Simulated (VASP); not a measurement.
# W: single point with revPBE

The system is W.

```
CELL_PARAMETERS angstrom
2.79376 0.00000 0.00000
-1.39688 2.41947 0.00000
0.00000 0.00000 9.85379
ATOMIC_POSITIONS crystal
W 0.00000 0.00000 0.00000
W 0.00000 0.00000 0.50000
W 0.33333 0.66667 0.25000
W 0.66667 0.33333 0.75000
```

This isn't the form of W at room conditions, which is bcc.

```json
{
 "Program": "VASP 6.6.1",
 "Task": "single point",
 "Functional": "revPBE",
 "Potentials or basis": "VASP PAW PBE potentials, release 64 (W_sv)",
 "Cutoff": "520 eV",
 "k mesh": "17 × 17 × 5",
 "Occupations": "fermi-dirac, width 0.1 eV",
 "Spin": "no spin polarisation",
 "Dipole correction": "no",
 "Further INCAR settings": "ALGO = Normal; EDIFF = 1e-06; NBANDS = 36"
}
```

The pressure is 0.4 GPa and the band gap on the k mesh is zero (bands 28 and 29 overlap by 1.93 eV).

Stress tensor (GPa, compression positive):
```
0.55 0.00 0.00
0.00 0.55 0.00
0.00 0.00 0.10
```

Levels at points of the mesh, in eV from the Fermi level:
```
           k point  band 24  band 25  band 26  band 27  band 28  band 29  band 30  band 31  band 32  band 33
(0.00, 0.00, 0.00)    -0.55    -0.55    -0.41    -0.41    -0.26    -0.15    -0.15     0.03     0.03     2.16
```

Run time: 97 s on 1 thread of Intel(R) Xeon(R) 6975P-C (Granite Rapids), with other jobs on the host, peak memory 0.31 GiB.

Caveat: the PAW data sets were made with another functional, which shifts forces and pressure a little; spin-orbit coupling is left out, which moves the levels of the heavy elements.
